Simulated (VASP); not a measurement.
Runs of VASP 6.6.1 on Hf. The structure is that of space group P6/mmm (No. 191), or close to it. The cells are those of the table. 

```tsv
level	potentials or basis	cell	gap on the mesh (eV)	pressure (GPa)
LDA	VASP PAW LDA potentials, release 64 (Hf_pv)	a = 4.995, b = 4.995, c = 3.107 Å, angles 90.0, 90.0, 120.0°, 3 atoms	none	(a)
PBE	VASP PAW PBE potentials, release 64 (Hf_pv)	a = 5.060, b = 5.060, c = 3.147 Å, angles 90.0, 90.0, 120.0°, 3 atoms	none	-4.5
PBEsol+D3(BJ)	VASP PAW PBE potentials, release 64 (Hf_pv)	a = 4.962, b = 4.962, c = 3.086 Å, angles 90.0, 90.0, 120.0°, 3 atoms	none	-6.9
r2SCAN	VASP PAW PBE potentials, release 64 (Hf_pv)	a = 4.995, b = 4.995, c = 3.107 Å, angles 90.0, 90.0, 120.0°, 3 atoms	none	-2.1
```

Alike in all rows: task single point; no spin polarisation; k mesh 6 × 6 × 9; cutoff (eV) 520; smearing fermi-dirac 0.05 eV.

**Question.** Estimate the missing entries.

**Answer.** (a) -8.5.

Caveats: spin-orbit coupling is left out, which moves the levels of the heavy elements; the PAW data sets were made with another functional, which shifts forces and pressure a little (some runs); three body term missing (some runs); pairwise dispersion overbinds metals, which lowers pressure and volume (some runs).

A k mesh can miss the band edges, and the runs leave out spin-orbit coupling on Hf.

A gap of «none» marks levels without a gap at the run's occupations.
